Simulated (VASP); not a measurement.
Set up this calculation in VASP 6.6.1, as the native input.

- Task: single point
- Functional: PBEsol
- Potentials or basis: VASP PAW PBE potentials, release 64 (Te)
- Cutoff: 520 eV
- k mesh: 6 × 6 × 4
- Occupations: gaussian, width 0.05 eV
- Spin: no spin polarisation
- Dipole correction: no
- Further INCAR settings: ALGO = Normal; EDIFF = 1e-07; NBANDS = 16

The structure of Te lies in POSCAR:

```
Te
1.0
    4.4540000000      0.0000000000      0.0000000000
   -2.2270000000      3.8572771485      0.0000000000
    0.0000000000      0.0000000000      5.9240000000
Te
3
Direct
    0.7310000000      0.7310000000      0.0000000000
    0.0000000000      0.2690000000      0.6666666667
    0.2690000000      0.0000000000      0.3333333333
```

These files were run (other wordings do the same):

INCAR

```
SYSTEM = Te
ALGO = Normal ; EDIFF = 1E-7
ENCUT = 520 ; GGA = PS
ISIF = 2 ; ISMEAR = 0
LASPH = .True. ; LCHARG = .True.
LELF = .True. ; LREAL = .False.
LVHAR = .True. ; LWAVE = .False.
NBANDS = 16 ; NELM = 60
PREC = Accurate ; SIGMA = 0.05
```

KPOINTS

```
k-points
0
Gamma
  6 6 4
  0 0 0
```

Potentials or basis: VASP PAW PBE potentials, release 64 (Te).

Run with:

```console
$ cat potpaw_PBE.64/Te/POTCAR > POTCAR
$ mpirun -np 1 vasp_std > vasp.out
```

Results of the run:

```yaml
Pressure: -0.9 GPa
Largest_force: 0.117 eV/Å
Band_gap_on_the_k_mesh: 0.13 eV
```

Caveat: semilocal functionals underestimate gaps, and a narrow one can read as zero; the PAW data sets were made with another functional, which shifts forces and pressure a little; spin-orbit coupling is left out, which moves the levels of the heavy elements.

Run time: 25 s on 1 thread of Intel(R) Xeon(R) 6975P-C (Granite Rapids) (shared host), peak memory 0.23 GiB.
